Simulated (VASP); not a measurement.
# Ga (C2/c) in VASP: a series of runs

The runs below take Ga through single point, with LDA.

Program: VASP 6.6.1. These are calculated values, not measurements. Logs are shortened: lines on timing, memory, paths and dates and some standing lists are left out, and cuts for length are marked.

**1. The cell of the first run**

The structure is monoclinic, space group C2/c (No. 15). Conventional cell: a = 2.683 Å, b = 7.826 Å, c = 3.295 Å, α = 90.00°, β = 90.68°, γ = 90.00°. Within 3.5 Å of Ga (site symmetry 2) lie 10 Ga at 2.66 to 3.29 Å.

**2. Single point, LDA (17.29 Å³/atom)**

The input, INCAR:

```
SYSTEM = Ga
  PREC = Accurate
  ENCUT = 520
  EDIFF = 1E-7
  ISMEAR = -1
  SIGMA = 0.1
  LREAL = .FALSE.
  LASPH = .TRUE.
  NELM = 60
  ALGO = Normal
  ISIF = 2
  LWAVE = .FALSE.
  LCHARG = .FALSE.
  GGA = CA
  NBANDS = 20
```

The input, KPOINTS:

```
regular mesh
0
G
  17 17 11
  0 0 0
```

The input, POSCAR:

```
Ga
1.0
   -2.9459815191      2.5876748077      1.3171732077
    2.5876748077     -2.9459815191      1.3171732077
    2.6405262906      2.6405262906     -1.9734126058
Ga
2
Direct
    0.9916734366      0.0083265634      0.0000000000
    0.7583265634      0.2416734366      0.5000000000
```

Potentials or basis: VASP PAW LDA potentials, release 64 (Ga_d).

Run with:

```bash
$ cat potpaw_LDA.64/Ga_d/POTCAR > POTCAR
$ mpirun -np 1 vasp_std > vasp.out
```

OUTCAR:

```text
SYSTEM = Ga
   PREC = Accurate
   ENCUT = 520
   EDIFF = 1E-7
   ISMEAR = -1
   LREAL = .FALSE.
   LASPH = .TRUE.
   NELM = 60
   ISIF = 2
   GGA = CA

 ion  position               nearest neighbor table
   1  0.992  0.008  0.000-   2 2.66   2 2.66   2 2.79   2 2.79   2 2.81   2 2.81
   2  0.758  0.242  0.500-   1 2.66   1 2.66   1 2.79   1 2.79   1 2.81   1 2.81

  Warning from LATTYP: Got some problem with cell dimensions!
  Tried to take original basis but could not verify dimensions!
  LATTYP: Found a base centered monoclinic cell.
 ALAT       =     2.6826383348
 B/A-ratio  =     2.9171922750
 C/A-ratio  =     1.2280908620
 COS(beta)  =    -0.0119551080

  Lattice vectors:

 A1 = (   2.9459815191,  -2.5876748077,  -1.3171732077)
 A2 = (  -2.5876748077,   2.9459815191,  -1.3171732077)
 A3 = (   2.2822195792,   2.2822195792,   0.6609338096)

Analysis of symmetry for initial positions (statically):
=====================================================================
 Subroutine PRICEL returns:
 Original cell was already a primitive cell.

 Routine SETGRP: Setting up the symmetry group for a
 base centered monoclinic supercell.

 Subroutine GETGRP returns: Found  4 space group operations
 (whereof  2 operations were pure point group operations)
 out of a pool of  4 trial point group operations.

The static configuration has the point symmetry C_2 .
 The point group associated with its full space group is C_2h.

Analysis of symmetry for dynamics (positions and initial velocities):
=====================================================================
 Subroutine PRICEL returns:
 Original cell was already a primitive cell.

 Routine SETGRP: Setting up the symmetry group for a
 base centered monoclinic supercell.

 Subroutine GETGRP returns: Found  4 space group operations
 (whereof  2 operations were pure point group operations)
 out of a pool of  4 trial point group operations.

The dynamic configuration has the point symmetry C_2 .
 The point group associated with its full space group is C_2h.

 Subroutine INISYM returns: Found  4 space group operations
 (whereof  2 operations are pure point group operations),
 and found     1 'primitive' translations

----------------------------------------------------------------------------------------

                                     Primitive cell

  volume of cell :      34.5797

  direct lattice vectors                    reciprocal lattice vectors
    -2.945981519  2.587674808  1.317173208     0.067542758  0.248255101  0.422553574
     2.587674808 -2.945981519  1.317173208     0.248255101  0.067542758  0.422553574
     2.640526291  2.640526291 -1.973412606     0.210782316  0.210782316  0.057338487

  length of vectors
     4.136401006  4.136401006  4.223637709     0.494716224  0.494716224  0.303555714

  position of ions in fractional coordinates (direct lattice)
     0.991673437  0.008326563  0.000000000
     0.758326563  0.241673437  0.500000000

  ion indices of the primitive-cell ions
   primitive index   ion index
                 1           1
                 2           2

----------------------------------------------------------------------------------------

 KPOINTS: regular mesh

Automatic generation of k-mesh.
 Grid dimensions read from file:
 generate k-points for:   17   17   11

 Generating k-lattice:

  Cartesian coordinates                     Fractional coordinates (reciprocal lattice)
     0.003973103  0.014603241  0.024856093     0.058823529  0.000000000  0.000000000
     0.014603241  0.003973103  0.024856093     0.000000000  0.058823529  0.000000000
     0.019162029  0.019162029  0.005212590    -0.000000000 -0.000000000  0.090909091

  Length of vectors
     0.029100954  0.029100954  0.027595974

  Shift w.r.t. Gamma in fractional coordinates (k-lattice)
     0.000000000  0.000000000  0.000000000

 Subroutine IBZKPT returns following result:
 ===========================================

 Found    846 irreducible k-points:

 Following reciprocal coordinates:
            Coordinates               Weight
  0.000000  0.000000  0.000000      1.000000
  0.058824 -0.000000  0.000000      4.000000
  0.117647  0.000000  0.000000      4.000000
  0.176471  0.000000 -0.000000      4.000000
  0.235294  0.000000  0.000000      4.000000
  0.294118  0.000000  0.000000      4.000000
[... 16 lines left out ...]
 -0.176471  0.058824  0.000000      4.000000
 -0.117647  0.058824 -0.000000      4.000000
 [... further k-points ...]
   k-points           NKPTS =    846   k-points in BZ     NKDIM =    846   number of bands    NBANDS=     20
   number of dos      NEDOS =    301   number of ions     NIONS =      2
   total plane-waves  NPLWV =  32768
   dimension x,y,z NGX =    32 NGY =   32 NGZ =   32
   dimension x,y,z NGXF=    64 NGYF=   64 NGZF=   64
   ions per type =               2
   NGX,Y,Z   is equivalent  to a cutoff of  12.86, 12.86, 12.60 a.u.
   NGXF,Y,Z  is equivalent  to a cutoff of  25.72, 25.72, 25.19 a.u.
 SYSTEM =  Ga
   PREC   = accura    normal or accurate (medium, high low for compatibility)
   ISTART =      0    job   : 0-new  1-cont  2-samecut
   ICHARG =      2    charge: 1-file 2-atom 10-const
   ISPIN  =      1    spin polarized calculation?
   LNONCOLLINEAR =      F non collinear calculations
   LSORBIT =      F    spin-orbit coupling
   LASPH  =      T    aspherical Exc in radial PAW
   ENCUT  =  520.0 eV  38.22 Ry    6.18 a.u.   7.69  7.69  7.85*2*pi/ulx,y,z
   NELM   =     60;   NELMIN=  2; NELMDL= -5     # of ELM steps
   EDIFF  = 0.1E-06   stopping-criterion for ELM
   LREAL  =      F    real-space projection
   EDIFFG = 0.1E-05   stopping-criterion for IOM
   NSW    =      0    number of steps for IOM
   IBRION =     -1    ionic relax: 0-MD 1-quasi-New 2-CG
   NFREE  =      0    steps in history (QN), initial steepest desc. (CG)
   ISIF   =      2    stress and relaxation
   ISYM   =      2    0-nonsym 1-usesym 2-fastsym
   POTIM  = 0.5000    time-step for ionic-motion
   TEBEG  =    0.0;   TEEND  =   0.0 temperature during run
   PSTRESS=    0.0 pullay stress
   NELECT =      26.0000    total number of electrons
   NUPDOWN=      -1.0000    fix difference up-down
   EMIN   =  10.00;   EMAX   =-10.00  energy-range for DOS
   EFERMI =   0.00;   METHOD = LEGACY
   ISMEAR =    -1;   SIGMA  =   0.10  broadening in eV -4-tet -1-fermi 0-gaus
   EFERMI_NEDOS =   21; number of points for ismear=-14 and -15
   IALGO  =     38    algorithm
   IMIX   =      4    mixing-type and parameters
     AMIX     =   0.40;   BMIX     =  1.00
     AMIX_MAG =   1.60;   BMIX_MAG =  1.00
  volume/ion in A,a.u.               =      17.29       116.68
  Fermi-wavevector in a.u.,A,eV,Ry     =   1.488649  2.813139 30.151543  2.216076
  Thomas-Fermi vector in A             =   2.601657
   LORBIT       =      0    0 simple, 1 ext, 2 COOP (PROOUT), +10 PAW based schemes
   GGA     = CA    functional components
   LHFCALC =     F    Hartree Fock is set to
   AEXX    =    0.0000 exact exchange contribution
   IVDW    =     0    specifies the selected vdW correction
   LEPSILON=     F    determine dielectric tensor
   LRPA    =     F    only Hartree local field effects (RPA)
 non-spin polarized calculation
  energy-cutoff  :      520.00
  volume of cell :       34.58
 maximum number of plane-waves:       949
   NGX = 15   NGY = 15   NGZ = 15

 number of electron      25.9999998 magnetization

 Free energy of the ion-electron system (eV)
  ---------------------------------------------------
  ext. energy  EPLUGINS =         0.00000000
  ---------------------------------------------------
  free energy    TOTEN  =        -7.17695748 eV

  energy without entropy =       -7.15499502  energy(sigma->0) =       -7.16597625

 E-fermi :   6.0897     XC(G=0): -11.7312

 val. band max:        6.0850223838   @ k =   0.1765   0.0588   0.0909
 cond. band min:       6.0971864981   @ k =  -0.4706   0.4706   0.1818
 fundamental gap:      0.0121641142
 Fermi energy:         6.0896767898

 k-point     1 :       0.0000    0.0000    0.0000
  band No.  band energies     occupation
      1      -9.2798      2.00000
      2      -9.2767      2.00000
      3      -9.2261      2.00000
      4      -9.2194      2.00000
      5      -8.8770      2.00000
      6      -8.8766      2.00000
[... 12 lines left out ...]
     19      17.3921      0.00000
     20      19.9575      0.00000

 k-point     2 :       0.0588   -0.0000    0.0000
  band No.  band energies     occupation
      1      -9.2820      2.00000
      2      -9.2598      2.00000
      3      -9.2171      2.00000
      4      -9.1960      2.00000
      5      -8.8990      2.00000
      6      -8.8868      2.00000
[... 12 lines left out ...]
     19      16.9111      0.00000
     20      20.7081      0.00000

 k-point     3 :       0.1176    0.0000    0.0000
  band No.  band energies     occupation
      1      -9.2729      2.00000
      2      -9.2231      2.00000
      3      -9.1862      2.00000
      4      -9.1403      2.00000
      5      -8.9492      2.00000
      6      -8.9147      2.00000
[... 12 lines left out ...]
     19      16.5987      0.00000
     20      22.0059      0.00000

 k-point     4 :       0.1765    0.0000   -0.0000
  band No.  band energies     occupation
      1      -9.2548      2.00000
      2      -9.1706      2.00000
      3      -9.1413      2.00000
      4      -9.0672      2.00000
      5      -9.0114      2.00000
      6      -8.9509      2.00000
[... 429 lines left out ...]
 k-point    23 :      -0.1765    0.0588    0.0000
  band No.  band energies     occupation
      1      -9.2649      2.00000
      2      -9.2224      2.00000
      3      -9.1923      2.00000
      4      -9.1204      2.00000
      5      -8.9602      2.00000
      6      -8.9051      2.00000
[... 12 lines left out ...]
     19      17.3798      0.00000
     20      21.4978      0.00000

 k-point    24 :      -0.1176    0.0588   -0.0000
  band No.  band energies     occupation
      1      -9.2809      2.00000
      2      -9.2575      2.00000
      3      -9.2236      2.00000
      4      -9.1762      2.00000
      5      -8.9122      2.00000
      6      -8.8839      2.00000
[... 12 lines left out ...]
     19      17.2963      0.00000
     20      20.5194      0.00000

 [... further k-points ...]

------------------------ aborting loop because EDIFF is reached ----------------------------------------

  FORCE on cell =-STRESS in cart. coord.  units (eV):
  Direction    XX          YY          ZZ          XY          YZ          ZX
  --------------------------------------------------------------------------------------
  -------------------------------------------------------------------------------------
  Total       -0.0130209     -0.0130209      0.2772070     -0.0021745     -0.0502667     -0.0502668
  in kB       -0.6032961     -0.6032961     12.8438106     -0.1007516     -2.3290011     -2.3290054
  external PRESSURE =       3.8790728 kB  Pullay stress =       0.0000000 kB

 VOLUME and BASIS-vectors are now :
 -----------------------------------------------------------------------------
  energy-cutoff  :      520.00
  volume of cell :       34.58
      direct lattice vectors                 reciprocal lattice vectors
    -2.945981519  2.587674808  1.317173208     0.067542758  0.248255101  0.422553574
     2.587674808 -2.945981519  1.317173208     0.248255101  0.067542758  0.422553574
     2.640526291  2.640526291 -1.973412606     0.210782316  0.210782316  0.057338487

 POSITION                                       TOTAL-FORCE (eV/Angst)
 -----------------------------------------------------------------------------------
     -2.89991      2.54160      1.31717         0.000419     -0.000419      0.000000
     -0.28838      2.57060      0.33047        -0.000419      0.000419     -0.000000
 -----------------------------------------------------------------------------------
    total drift:                               -0.000000     -0.000000     -0.000000

  FREE ENERGIE OF THE ION-ELECTRON SYSTEM (eV)
  ---------------------------------------------------
  free  energy   TOTEN  =        -7.1769574781 eV

  energy  without entropy=       -7.1549950207  energy(sigma->0) =       -7.16597625
```

Run time: 11 min. Hardware: 1 thread of Intel Xeon 8259CL, shared host; peak memory 0.53 GiB.

Results:

- Free energy: -7.1770 eV
- Pressure: 0.4 GPa
- Band gap on the k mesh: zero (bands 13 and 14 overlap by 8.24 eV)

**3. Single point, LDA (17.98 Å³/atom)**

This run uses another cell than the first one, of 17.98 Å³/atom.

The input, INCAR:

```
SYSTEM = Ga
ALGO = Normal ; EDIFF = 1E-7
ENCUT = 520 ; GGA = CA
ISIF = 2 ; ISMEAR = -1
LASPH = .True. ; LCHARG = .False.
LREAL = .False. ; LWAVE = .False.
NBANDS = 20 ; NELM = 80
PREC = Accurate ; SIGMA = 0.1
```

The input, KPOINTS:

```
k-points
0
Gamma
  17 17 11
  0 0 0
```

The input, POSCAR:

```
Ga
1.0
   -2.9847488795      2.6217270654      1.3345064218
    2.6217270654     -2.9847488795      1.3345064218
    2.6752740423      2.6752740423     -1.9993815392
Ga
2
Direct
    0.9916734366      0.0083265634      0.0000000000
    0.7583265634      0.2416734366      0.5000000000
```

Potentials or basis: VASP PAW LDA potentials, release 64 (Ga_d).

Run with:

```bash
$ cat potpaw_LDA.64/Ga_d/POTCAR > POTCAR
$ mpirun -np 1 vasp_std > vasp.out
```

It took 9.1 min on 1 thread of Intel Xeon 8259CL, shared host; peak memory 0.55 GiB.

Results (log left out):

* Free energy: -7.1692 eV
* Pressure: -2.0 GPa
* Largest force: 0.010 eV/Å
* Band gap on the k mesh: zero (bands 13 and 14 overlap by 7.96 eV)

Forces in eV/Å, atoms in the order of the input:
```
Ga   0.007 -0.007  0.000
Ga  -0.007  0.007  0.000
```

Stress tensor (GPa, compression positive):
```
-2.37  0.14 -0.24
 0.14 -2.37 -0.24
-0.24 -0.24 -1.32
```

Levels at points of the mesh, in eV from the Fermi level:
```tsv
k point	band 10	band 11	band 12	band 13	band 14	band 15	band 16	band 17
(0.00, 0.00, 0.00)	-14.73	-11.48	-2.05	-1.59	1.30	5.30	10.00	10.16
```

**4. Single point, LDA (18.67 Å³/atom)**

This run uses another cell than the first one, of 18.67 Å³/atom.

The input, INCAR:

```
PREC = Accurate
ENCUT = 520
EDIFF = 1E-6
ISMEAR = -1
SIGMA = 0.1
LREAL = F
LASPH = T
NELM = 100
ALGO = Normal
ISIF = 2
LWAVE = F
LCHARG = F
NBANDS = 20
```

The input, KPOINTS:

```
regular mesh
0
Gamma
  17 17 11
```

The input, POSCAR:

```
Ga
1.0
   -3.0225345222      2.6549170074      1.3514007016
    2.6549170074     -3.0225345222      1.3514007016
    2.7091418661      2.7091418661     -2.0246928532
Ga
2
Direct
    0.9916734366      0.0083265634      0.0000000000
    0.7583265634      0.2416734366      0.5000000000
```

Run with:

```bash
$ cat potpaw_LDA.64/Ga_d/POTCAR > POTCAR
$ mpirun -np 1 vasp_std > vasp.out
```

Run time: 10 min. Hardware: 1 thread of Intel Xeon 8259CL, shared host; peak memory 0.56 GiB.

It converged, with:

```yaml
Free_energy: -7.1429 eV
Pressure: -4.0 GPa
Largest_force: 0.016 eV/Å
Band_gap_on_the_k_mesh: zero (bands 13 and 14 overlap by 7.70 eV)
```

Forces on the atoms (eV/Å):
```
Ga   0.011 -0.011  0.000
Ga  -0.011  0.011  0.000
```

Stress tensor (GPa, compression positive):
```
-4.30  0.21 -0.20
 0.21 -4.30 -0.20
-0.20 -0.20 -3.50
```

Levels at points of the mesh, in eV from the Fermi level:
```tsv
k point	band 11	band 12	band 13	band 14	band 15	band 16
(0.00, 0.00, 0.00)	-11.18	-1.94	-1.70	1.30	5.25	9.72
```

Caveat: the cell stands under tension.

**5. The runs side by side**

```tsv
cell	gap on the mesh (eV)	pressure (GPa)	largest force (eV/Å)
a = 4.136, b = 4.136, c = 4.224 Å, angles 101.7, 101.7, 142.2°, 2 atoms	none	0.4	-
a = 4.191, b = 4.191, c = 4.279 Å, angles 101.7, 101.7, 142.2°, 2 atoms	none	-2.0	0.01
a = 4.244, b = 4.244, c = 4.333 Å, angles 101.7, 101.7, 142.2°, 2 atoms	none	-4.0	0.02
```

Alike in all rows: task single point; level LDA; potentials or basis VASP PAW LDA potentials, release 64 (Ga_d); no spin polarisation; k mesh 17 × 17 × 11; cutoff (eV) 520; smearing fermi-dirac 0.1 eV.

Caveats: the cell stands under tension (at least some runs).

Total energies depend on the potentials used, so only differences within one code and one set of settings carry meaning.
